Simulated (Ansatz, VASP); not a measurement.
**BaTa2Tl3 in VASP and in Ansatz**

INCAR

```
SYSTEM = BaTa2Tl3
ALGO = Normal
EDIFF = 1E-6
EDIFFG = -0.04
ENCUT = 600
GGA = PE
IBRION = 2
ISIF = 3
ISMEAR = 0
LASPH = .True.
LCHARG = .False.
LREAL = .False.
LWAVE = .False.
NELM = 60
NSW = 90
PREC = Accurate
SIGMA = 0.1
```

File KPOINTS:

```
k-points
0
Gamma
  3 3 4
  0 0 0
```

File POSCAR:

```
BaTa2Tl3
1.0
    6.6558579526      0.0000000000      0.0000000000
   -3.3279289763      5.7641420709      0.0000000000
    0.0000000000      0.0000000000      4.0528709275
Ba Ta Tl
1 2 3
Direct
    0.0000000000      0.0000000000      0.0000000000
    0.3333333333      0.6666666667      0.0000000000
    0.6666666667      0.3333333333      0.0000000000
    0.5000000000      0.0000000000      0.5000000000
    0.5000000000      0.5000000000      0.5000000000
    0.0000000000      0.5000000000      0.5000000000
```

Input for Ansatz:

```yaml
crystal:
  lattice:
    - [6.6558579526, 0.0, 0.0]
    - [-3.3279289763, 5.7641420709, 0.0]
    - [0.0, 0.0, 4.0528709275]
  atoms:
    - { symbol: Ba, position: [0.0, 0.0, 0.0] }
    - { symbol: Ta, position: [0.3333333333, 0.6666666667, 0.0] }
    - { symbol: Ta, position: [0.6666666667, 0.3333333333, 0.0] }
    - { symbol: Tl, position: [0.5, 0.0, 0.5] }
    - { symbol: Tl, position: [0.5, 0.5, 0.5] }
    - { symbol: Tl, position: [0.0, 0.5, 0.5] }
basis:
  ecutwfc: 420
kpoints:
  mp_grid: { grid: [3, 3, 4] }
hamiltonian:
  xc: pbe
scf:
  occupations: { method: gaussian, width: 0.1 }
  lower_state_search: "off"
output:
  forces: true
  stress: true
  eigenvalues: true
relax:
  adjacent_minimum: "off"
  f_tol: 0.04
  max_steps: 70
  cell: { stress_tol: 0.4 }
```

Alike in both runs: task relaxation of cell and atoms; functional PBE; k mesh 3 × 3 × 4; occupations gaussian, width 0.1 eV; no spin polarisation.

```csv
,VASP,Ansatz
version,VASP 6.6.1,Ansatz 0.2.0
potentials or method,"VASP PAW PBE potentials, release 64 (Ba_sv, Ta_pv, Tl_d), cutoff 600 eV","scalar-relativistic, plane waves, PAW"
valence electrons in the cell,71,75
```

```csv
,VASP,Ansatz,Ansatz less VASP
"gap on the k mesh at the Fermi level, each at its own relaxed structure (eV)",none,none,-
relaxed volume (Å³/atom),26.81,26.68,-0.129
relaxed cell length with the largest relative difference (Å),6.311,6.299,-0.0125
```

A gap of «none» marks a metal or a gap that the smearing closes. VASP's potentials hold 71 valence electrons a cell and Ansatz's 75, so a difference there can come from the potentials and not from the codes.

The k mesh is coarse, so the values compare programs but aren't converged. Neither program's run includes spin-orbit coupling.
